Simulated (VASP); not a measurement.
# BN (F-43m) in VASP: a series of runs

Aim: see how the results for BN move with the level of theory and the settings. Levels: LDA, PBE, HSE06, r2SCAN. Tasks: single point.

Program: VASP 6.6.1. These are calculated values, not measurements. Logs are shortened: lines on timing, memory, paths and dates and some standing lists are left out, and cuts for length are marked.

### 1 The cell of the first run

The structure is cubic, space group F-43m (No. 216). The conventional cell has a = 3.610 Å, b = 3.610 Å, c = 3.610 Å, α = 90.00°, β = 90.00°, γ = 90.00°. B (site symmetry -43m) has 4 N at 1.56 Å within 2.1 Å. N (site symmetry -43m) has 4 B at 1.56 Å within 2.1 Å.

### 2 Single point, LDA

The input, INCAR:

```
SYSTEM = BN
PREC     = Accurate       ! precision mode
ENCUT    = 600            ! plane-wave cutoff, eV
EDIFF    = 1E-6           ! SCF threshold, eV
ISMEAR   = 0              ! smearing method
SIGMA    = 0.01           ! smearing width, eV
LREAL    = .FALSE.        ! projectors in reciprocal space
LASPH    = .TRUE.         ! aspherical terms in the spheres
NELM     = 120            ! most SCF steps
ALGO     = Normal         ! electronic algorithm
ISIF     = 2              ! what is computed and relaxed
LWAVE    = .FALSE.        ! write WAVECAR
LCHARG   = .FALSE.        ! write CHGCAR
NBANDS   = 11             ! bands
GGA_COMPAT= .FALSE.
```

The input, KPOINTS:

```
Automatic mesh
0
G
  4 4 4
  0 0 0
```

The input, POSCAR:

```
BN
1.0
    0.0000000000      1.8048254497      1.8048254497
    1.8048254497      0.0000000000      1.8048254497
    1.8048254497      1.8048254497      0.0000000000
B N
1 1
Direct
    0.0000000000      0.0000000000      0.0000000000
    0.2500000000      0.2500000000      0.2500000000
```

Potentials or basis: VASP PAW LDA potentials, release 64 (B, N).

Run with:

```bash
$ cat potpaw_LDA.64/B/POTCAR potpaw_LDA.64/N/POTCAR > POTCAR
$ mpirun -np 1 vasp_std > vasp.out
```

OUTCAR:

```text
SYSTEM = BN
   PREC = Accurate
   ENCUT = 600
   EDIFF = 1E-6
   ISMEAR = 0
   LREAL = .FALSE.
   LASPH = .TRUE.
   NELM = 120
   ISIF = 2

 ion  position               nearest neighbor table
   1  0.000  0.000  0.000-   2 1.56   2 1.56   2 1.56   2 1.56
   2  0.250  0.250  0.250-   1 1.56   1 1.56   1 1.56   1 1.56

  LATTYP: Found a face centered cubic cell.
 ALAT       =     3.6096508994

  Lattice vectors:

 A1 = (   0.0000000000,   1.8048254497,   1.8048254497)
 A2 = (   1.8048254497,   0.0000000000,   1.8048254497)
 A3 = (   1.8048254497,   1.8048254497,   0.0000000000)

Analysis of symmetry for initial positions (statically):
=====================================================================
 Subroutine PRICEL returns:
 Original cell was already a primitive cell.

 Routine SETGRP: Setting up the symmetry group for a
 face centered cubic supercell.

 Subroutine GETGRP returns: Found 24 space group operations
 (whereof 24 operations were pure point group operations)
 out of a pool of 48 trial point group operations.

The static configuration has the point symmetry T_d .

Analysis of symmetry for dynamics (positions and initial velocities):
=====================================================================
 Subroutine PRICEL returns:
 Original cell was already a primitive cell.

 Routine SETGRP: Setting up the symmetry group for a
 face centered cubic supercell.

 Subroutine GETGRP returns: Found 24 space group operations
 (whereof 24 operations were pure point group operations)
 out of a pool of 48 trial point group operations.

The dynamic configuration has the point symmetry T_d .

 Subroutine INISYM returns: Found 24 space group operations
 (whereof 24 operations are pure point group operations),
 and found     1 'primitive' translations

----------------------------------------------------------------------------------------

                                     Primitive cell

  volume of cell :      11.7581

  direct lattice vectors                    reciprocal lattice vectors
     0.000000000  1.804825450  1.804825450    -0.277035101  0.277035101  0.277035101
     1.804825450  0.000000000  1.804825450     0.277035101 -0.277035101  0.277035101
     1.804825450  1.804825450  0.000000000     0.277035101  0.277035101 -0.277035101

  length of vectors
     2.552408629  2.552408629  2.552408629     0.479838870  0.479838870  0.479838870

  position of ions in fractional coordinates (direct lattice)
     0.000000000  0.000000000  0.000000000
     0.250000000  0.250000000  0.250000000

  ion indices of the primitive-cell ions
   primitive index   ion index
                 1           1
                 2           2

----------------------------------------------------------------------------------------

 KPOINTS: Automatic mesh

Automatic generation of k-mesh.
 Grid dimensions read from file:
 generate k-points for:    4    4    4

 Generating k-lattice:

  Cartesian coordinates                     Fractional coordinates (reciprocal lattice)
    -0.069258775  0.069258775  0.069258775     0.250000000  0.000000000  0.000000000
     0.069258775 -0.069258775  0.069258775     0.000000000  0.250000000  0.000000000
     0.069258775  0.069258775 -0.069258775     0.000000000  0.000000000  0.250000000

  Length of vectors
     0.119959717  0.119959717  0.119959717

  Shift w.r.t. Gamma in fractional coordinates (k-lattice)
     0.000000000  0.000000000  0.000000000

 Subroutine IBZKPT returns following result:
 ===========================================

 Found      8 irreducible k-points:

 Following reciprocal coordinates:
            Coordinates               Weight
  0.000000  0.000000  0.000000      1.000000
  0.250000  0.000000  0.000000      8.000000
  0.500000  0.000000  0.000000      4.000000
  0.250000  0.250000  0.000000      6.000000
  0.500000  0.250000  0.000000     24.000000
 -0.250000  0.250000  0.000000     12.000000
  0.500000  0.500000  0.000000      3.000000
 -0.250000  0.500000  0.250000      6.000000
   k-points           NKPTS =      8   k-points in BZ     NKDIM =      8   number of bands    NBANDS=     11
   number of dos      NEDOS =    301   number of ions     NIONS =      2
   total plane-waves  NPLWV =   8000
   dimension x,y,z NGX =    20 NGY =   20 NGZ =   20
   dimension x,y,z NGXF=    40 NGYF=   40 NGZF=   40
   ions per type =               1   1
   NGX,Y,Z   is equivalent  to a cutoff of  13.03, 13.03, 13.03 a.u.
   NGXF,Y,Z  is equivalent  to a cutoff of  26.05, 26.05, 26.05 a.u.
 SYSTEM =  BN
   PREC   = accura    normal or accurate (medium, high low for compatibility)
   ISTART =      0    job   : 0-new  1-cont  2-samecut
   ICHARG =      2    charge: 1-file 2-atom 10-const
   ISPIN  =      1    spin polarized calculation?
   LNONCOLLINEAR =      F non collinear calculations
   LSORBIT =      F    spin-orbit coupling
   LASPH  =      T    aspherical Exc in radial PAW
   ENCUT  =  600.0 eV  44.10 Ry    6.64 a.u.   5.10  5.10  5.10*2*pi/ulx,y,z
   NELM   =    120;   NELMIN=  2; NELMDL= -5     # of ELM steps
   EDIFF  = 0.1E-05   stopping-criterion for ELM
   LREAL  =      F    real-space projection
[... 7 lines left out ...]
   TEBEG  =    0.0;   TEEND  =   0.0 temperature during run
   PSTRESS=    0.0 pullay stress
   NELECT =       8.0000    total number of electrons
   NUPDOWN=      -1.0000    fix difference up-down
   EMIN   =  10.00;   EMAX   =-10.00  energy-range for DOS
   EFERMI =   0.00;   METHOD = LEGACY
   ISMEAR =     0;   SIGMA  =   0.01  broadening in eV -4-tet -1-fermi 0-gaus
   EFERMI_NEDOS =   21; number of points for ismear=-14 and -15
   IALGO  =     38    algorithm
   IMIX   =      4    mixing-type and parameters
     AMIX     =   0.40;   BMIX     =  1.00
     AMIX_MAG =   1.60;   BMIX_MAG =  1.00
  volume/ion in A,a.u.               =       5.88        39.67
  Fermi-wavevector in a.u.,A,eV,Ry     =   1.439880  2.720979 28.208337  2.073254
  Thomas-Fermi vector in A             =   2.558686
   LORBIT       =      0    0 simple, 1 ext, 2 COOP (PROOUT), +10 PAW based schemes
   GGA     = CA    functional components
   LHFCALC =     F    Hartree Fock is set to
   AEXX    =    0.0000 exact exchange contribution
   IVDW    =     0    specifies the selected vdW correction
   LEPSILON=     F    determine dielectric tensor
   LRPA    =     F    only Hartree local field effects (RPA)
 non-spin polarized calculation
 Gauss-broadening in eV      SIGMA  =   0.01
  energy-cutoff  :      600.00
  volume of cell :       11.76
 maximum number of plane-waves:       399
   NGX = 11   NGY = 11   NGZ = 11

 number of electron       8.0000000 magnetization

 Free energy of the ion-electron system (eV)
  ---------------------------------------------------
  ext. energy  EPLUGINS =         0.00000000
  ---------------------------------------------------
  free energy    TOTEN  =       -19.33556770 eV

  energy without entropy =      -19.33556770  energy(sigma->0) =      -19.33556770

 E-fermi :   7.5562     XC(G=0): -13.1205

 val. band max:        7.4783960159   @ k =   0.0000   0.0000   0.0000
 cond. band min:      11.7983880646   @ k =   0.5000   0.5000   0.0000
 fundamental gap:      4.3199920487
 Fermi energy:         7.5561607959

 k-point     1 :       0.0000    0.0000    0.0000
  band No.  band energies     occupation
      1     -12.6570      2.00000
      2       7.4784      2.00000
      3       7.4784      2.00000
      4       7.4784      2.00000
      5      16.1548      0.00000
      6      16.1548      0.00000
      7      16.1548      0.00000
      8      17.9785      0.00000
      9      32.0191      0.00000
     10      35.2915      0.00000
     11      35.2915      0.00000

 k-point     2 :       0.2500    0.0000    0.0000
  band No.  band energies     occupation
      1     -11.1638      2.00000
      2       1.9946      2.00000
      3       6.3351      2.00000
      4       6.3351      2.00000
      5      17.1349      0.00000
      6      17.6809      0.00000
      7      17.6809      0.00000
      8      21.0045      0.00000
      9      30.5886      0.00000
     10      30.9592      0.00000
     11      30.9592      0.00000

 k-point     3 :       0.5000    0.0000    0.0000
  band No.  band energies     occupation
      1      -8.3459      2.00000
      2      -3.2963      2.00000
      3       5.5168      2.00000
      4       5.5168      2.00000
      5      17.7259      0.00000
      6      18.0414      0.00000
      7      18.0414      0.00000
      8      22.5251      0.00000
      9      30.5941      0.00000
     10      34.0764      0.00000
     11      34.2044      0.00000

 k-point     4 :       0.2500    0.2500    0.0000
  band No.  band energies     occupation
      1     -10.6745      2.00000
      2       3.5583      2.00000
      3       4.4270      2.00000
      4       4.4270      2.00000
      5      14.1551      0.00000
      6      18.9886      0.00000
      7      20.7833      0.00000
      8      20.7833      0.00000
      9      25.5841      0.00000
     10      34.4246      0.00000
     11      38.1487      0.00000

 k-point     5 :       0.5000    0.2500    0.0000
  band No.  band energies     occupation
      1      -7.9129      2.00000
      2      -1.3098      2.00000
      3       2.3009      2.00000
      4       3.7794      2.00000
      5      14.8970      0.00000
      6      20.4709      0.00000
      7      21.7984      0.00000
      8      22.0346      0.00000
      9      27.1597      0.00000
     10      33.7151      0.00000
     11      35.9501      0.00000

 k-point     6 :      -0.2500    0.2500    0.0000
  band No.  band energies     occupation
      1      -8.9437      2.00000
      2      -0.1157      2.00000
      3       1.8476      2.00000
      4       5.3594      2.00000
      5      17.0744      0.00000
      6      19.5144      0.00000
      7      20.2647      0.00000
      8      21.9869      0.00000
      9      28.6485      0.00000
     10      29.3937      0.00000
     11      34.0304      0.00000

 k-point     7 :       0.5000    0.5000    0.0000
  band No.  band energies     occupation
      1      -6.9609      2.00000
      2      -1.4518      2.00000
      3       2.5184      2.00000
      4       2.5184      2.00000
      5      11.7984      0.00000
      6      16.6187      0.00000
      7      25.2329      0.00000
      8      25.2329      0.00000
      9      28.0539      0.00000
     10      34.4860      0.00000
     11      40.9352      0.00000

 k-point     8 :      -0.2500    0.5000    0.2500
  band No.  band energies     occupation
      1      -6.6229      2.00000
      2      -0.0621      2.00000
      3       0.4001      2.00000
      4       0.8618      2.00000
      5      16.9122      0.00000
      6      20.7397      0.00000
      7      21.7188      0.00000
      8      22.1942      0.00000
      9      26.5657      0.00000
     10      32.8174      0.00000
     11      36.8164      0.00000

------------------------ aborting loop because EDIFF is reached ----------------------------------------

  FORCE on cell =-STRESS in cart. coord.  units (eV):
  Direction    XX          YY          ZZ          XY          YZ          ZX
  --------------------------------------------------------------------------------------
  -------------------------------------------------------------------------------------
  Total       -0.5875563     -0.5875563     -0.5875563     -0.0000000      0.0000000      0.0000000
  in kB      -80.0616388    -80.0616388    -80.0616388     -0.0000000      0.0000000      0.0000000
  external PRESSURE =     -80.0616388 kB  Pullay stress =       0.0000000 kB

 VOLUME and BASIS-vectors are now :
 -----------------------------------------------------------------------------
  energy-cutoff  :      600.00
  volume of cell :       11.76
      direct lattice vectors                 reciprocal lattice vectors
     0.000000000  1.804825450  1.804825450    -0.277035101  0.277035101  0.277035101
     1.804825450  0.000000000  1.804825450     0.277035101 -0.277035101  0.277035101
     1.804825450  1.804825450  0.000000000     0.277035101  0.277035101 -0.277035101

 POSITION                                       TOTAL-FORCE (eV/Angst)
 -----------------------------------------------------------------------------------
      0.00000      0.00000      0.00000         0.000000     -0.000000     -0.000000
      0.90241      0.90241      0.90241        -0.000000      0.000000      0.000000
 -----------------------------------------------------------------------------------
    total drift:                               -0.000000     -0.000000     -0.000000

  FREE ENERGIE OF THE ION-ELECTRON SYSTEM (eV)
  ---------------------------------------------------
  free  energy   TOTEN  =       -19.3355677010 eV

  energy  without entropy=      -19.3355677010  energy(sigma->0) =      -19.33556770
```

Wall time 1.4 s (1 thread of AMD EPYC 7R43 (Zen 3), shared host); peak memory 0.08 GiB.

Results:

| Quantity | Value |
| --- | --- |
| Free energy | -19.3356 eV |
| Pressure | -8.0 GPa |
| Band gap on the k mesh | 4.32 eV (least direct gap 8.68 eV) |

Caveat: the k points lie up to 0.75 Å⁻¹ apart. A k mesh can miss the band edges.

### 3 Single point, PBE

The input, INCAR:

```
PREC = Accurate
ENCUT = 600
EDIFF = 1E-6
ISMEAR = 0
SIGMA = 0.01
LREAL = False
LASPH = True
NELM = 120
ALGO = Normal
ISIF = 2
LWAVE = False
LCHARG = False
GGA = PE
NBANDS = 11
GGA_COMPAT = False
```

The input, KPOINTS:

```
Automatic mesh
0
Gamma
  4 4 4
```

POSCAR is that of step 2.

Potentials or basis: VASP PAW PBE potentials, release 64 (B, N).

Run with:

```bash
$ cat potpaw_PBE.64/B/POTCAR potpaw_PBE.64/N/POTCAR > POTCAR
$ mpirun -np 1 vasp_std > vasp.out
```

It took 1.8 s on 1 thread of AMD EPYC 7R43 (Zen 3), shared host; peak memory 0.08 GiB.

The run converged. Its results:

| Item | Value |
| --- | --- |
| Free energy | -17.3773 eV |
| Pressure | 5.4 GPa |
| Band gap on the k mesh | 4.44 eV (least direct gap 8.81 eV) |

Levels at points of the mesh, in eV from the valence-band top:
| k point | band 2 | band 3 | band 4 | band 5 | band 6 | band 7 |
| --- | --- | --- | --- | --- | --- | --- |
| (0.00, 0.00, 0.00) | 0.00 | 0.00 | 0.00 | 8.81 | 8.81 | 8.81 |
| (0.50, 0.00, 0.00) | -10.75 | -1.95 | -1.95 | 10.19 | 10.71 | 10.71 |
| (0.50, 0.50, 0.00) | -8.96 | -4.94 | -4.94 | 4.44 | 9.23 | 17.98 |

Caveat: the k points lie up to 0.75 Å⁻¹ apart. A k mesh can miss the band edges.

### 4 Single point, HSE06

POSCAR is that of step 3.

The input, INCAR.step1:

```
SYSTEM = BN
ALGO = Normal ; EDIFF = 1E-5
ENCUT = 520 ; GGA = PE
GGA_COMPAT = .FALSE. ; ISIF = 2
ISMEAR = 0 ; LASPH = .TRUE.
LCHARG = .FALSE. ; LREAL = .FALSE.
LWAVE = .TRUE. ; NBANDS = 11
NELM = 120 ; PREC = Accurate
SIGMA = 0.01
```

The input, INCAR.step2:

```
SYSTEM = BN
ALGO = Normal ; EDIFF = 1E-6
ENCUT = 520 ; GGA = PE
GGA_COMPAT = .FALSE. ; HFSCREEN = 0.2079
ISIF = 2 ; ISMEAR = 0
ISTART = 1 ; LASPH = .TRUE.
LCHARG = .FALSE. ; LHFCALC = .TRUE.
LREAL = .FALSE. ; LWAVE = .FALSE.
NBANDS = 11 ; NELM = 120
PREC = Accurate ; PRECFOCK = Normal
SIGMA = 0.01
```

The input, KPOINTS:

```
k-points
0
G
  4 4 4
  0 0 0
```

Run with:

```bash
$ cat potpaw_PBE.64/B/POTCAR potpaw_PBE.64/N/POTCAR > POTCAR
$ cp INCAR.step1 INCAR
$ mpirun -np 1 vasp_std > vasp.out
$ cp INCAR.step2 INCAR
$ mpirun -np 1 vasp_std > vasp.out
```

Wall time 31 s (1 thread of AMD EPYC 7R43 (Zen 3), shared host); peak memory 0.18 GiB.

Results (log left out):

```
Free energy            : -20.2642 eV
Pressure               : -3.5 GPa
Band gap on the k mesh : 5.80 eV (least direct gap 10.59 eV)
```

Levels at points of the mesh, in eV from the valence-band top:
```
           k point  band 2  band 3  band 4  band 5  band 6  band 7
(0.00, 0.00, 0.00)    0.00    0.00    0.00   10.59   10.59   10.59
(0.50, 0.00, 0.00)  -11.66   -2.11   -2.11   11.93   12.55   12.55
(0.50, 0.50, 0.00)   -9.78   -5.34   -5.34    5.80   10.77   20.54
```

Caveat: the k points lie up to 0.75 Å⁻¹ apart; the PAW data sets were made with another functional, which shifts forces and pressure a little.

### 5 Single point, r2SCAN

POSCAR is that of step 4.

The input, INCAR.step1:

```
SYSTEM = BN
  PREC = Accurate
  ENCUT = 1460
  ISMEAR = 0
  SIGMA = 0.01
  LREAL = .FALSE.
  LASPH = .TRUE.
  NELM = 120
  NBANDS = 11
  GGA = PE
  ALGO = Normal
  EDIFF = 1E-5
  LWAVE = .TRUE.
  LCHARG = .FALSE.
  GGA_COMPAT = .FALSE.
```

The input, INCAR.step2:

```
SYSTEM = BN
  PREC = Accurate
  ENCUT = 1460
  EDIFF = 1E-6
  ISMEAR = 0
  SIGMA = 0.01
  LREAL = .FALSE.
  LASPH = .TRUE.
  NELM = 120
  ALGO = Normal
  ISIF = 2
  LWAVE = .FALSE.
  LCHARG = .FALSE.
  METAGGA = R2SCAN
  LMIXTAU = .TRUE.
  NBANDS = 11
  ISTART = 1
  GGA_COMPAT = .FALSE.
```

The input, KPOINTS:

```
Automatic mesh
0
G
  8 8 8
  0 0 0
```

Potentials or basis: VASP PAW PBE potentials, release 64 (B_h, N_h).

Run with:

```bash
$ cat potpaw_PBE.64/B_h/POTCAR potpaw_PBE.64/N_h/POTCAR > POTCAR
$ cp INCAR.step1 INCAR
$ mpirun -np 1 vasp_std > vasp.out
$ cp INCAR.step2 INCAR
$ mpirun -np 1 vasp_std > vasp.out
```

Wall time 45 s (1 thread of Intel Xeon Platinum 8259CL at 2.50GHz (Skylake/Cascade Lake), shared host); peak memory 0.18 GiB.

The run converged. Its results:

```yaml
Free_energy: -19.2037 eV
Pressure: -0.4 GPa
Band_gap_on_the_k_mesh: 5.00 eV (least direct gap 9.57 eV)
```

Levels at points of the mesh, in eV from the valence-band top:
| k point | band 1 | band 2 | band 3 | band 4 | band 5 | band 6 | band 7 | band 8 | band 9 |
| --- | --- | --- | --- | --- | --- | --- | --- | --- | --- |
| (0.00, 0.00, 0.00) | -21.33 | 0.00 | 0.00 | 0.00 | 9.57 | 9.57 | 9.57 | 11.14 | 26.23 |
| (0.50, 0.00, 0.00) | -17.02 | -11.11 | -2.02 | -2.02 | 10.85 | 11.51 | 11.51 | 16.46 | 24.96 |
| (0.50, 0.50, 0.00) | -15.59 | -9.34 | -5.11 | -5.11 | 5.00 | 9.84 | 19.36 | 19.36 | 22.28 |

Caveat: the PAW data sets were made with another functional, which shifts forces and pressure a little. A k mesh can miss the band edges.

### 6 Overview

```tsv
level	potentials or basis	k mesh	cutoff (eV)	grid for exact exchange (PRECFOCK)	share of exact exchange	screening parameter	gap on the mesh (eV)	pressure (GPa)
LDA	VASP PAW LDA potentials, release 64 (B, N)	4 × 4 × 4	600	-	-	-	4.32	-8.0
PBE	VASP PAW PBE potentials, release 64 (B, N)	4 × 4 × 4	600	-	-	-	4.44	5.4
HSE06	VASP PAW PBE potentials, release 64 (B, N)	4 × 4 × 4	520	Normal	0.25	0.2079 1/Å	5.80	-3.5
r2SCAN	VASP PAW PBE potentials, release 64 (B_h, N_h)	8 × 8 × 8	1460	-	-	-	5.00	-0.4
```

Alike in all rows: task single point; no spin polarisation; cell as given; smearing gaussian 0.01 eV.

Caveats: some runs use coarse meshes; the PAW data sets were made with another functional, which shifts forces and pressure a little (at least some runs).

Absolute energies hang on the potentials; compare differences alone.
